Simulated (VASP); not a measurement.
A run of VASP 6.6.1:

Contents of INCAR:

```
SYSTEM = WSe
PREC = Accurate
ENCUT = 520
EDIFF = 1E-7
ISMEAR = 0
SIGMA = 0.1
LREAL = .False.
LASPH = .True.
NELM = 150
ALGO = Normal
ISIF = 2
LWAVE = .False.
LCHARG = .False.
ISPIN = 2
MAGMOM = 1 0
LORBIT = 11
LMAXMIX = 4
LDAU = .True.
LDAUTYPE = 2
LDAUL = 2 -1
LDAUU = 6.2 0
LDAUJ = 0 0
LDAUPRINT = 1
GGA = PE
NBANDS = 21
```

KPOINTS

```
Automatic mesh
0
Gamma
  12 12 12
  0 0 0
```

POSCAR

```
WSe
1.0
    0.0000000000      2.9087835151      2.9087835151
    2.9087835151      0.0000000000      2.9087835151
    2.9087835151      2.9087835151      0.0000000000
W Se
1 1
Direct
    0.0000000000      0.0000000000      0.0000000000
    0.5000000000      0.5000000000      0.5000000000
```

Potentials or basis: VASP PAW PBE potentials, release 64 (W_sv, Se).

Run with:

```console
$ cat potpaw_PBE.64/W_sv/POTCAR potpaw_PBE.64/Se/POTCAR > POTCAR
$ mpirun -np 1 vasp_std > vasp.out
```

Hardware: 1 thread of Intel Xeon 8259CL (shared host).

Problem. Estimate the wall time of this run.

Solution. Run time: 3.2 min on 1 thread of Intel Xeon 8259CL (shared host), peak memory 0.28 GiB. Counts: scf iterations 18, k points 72.
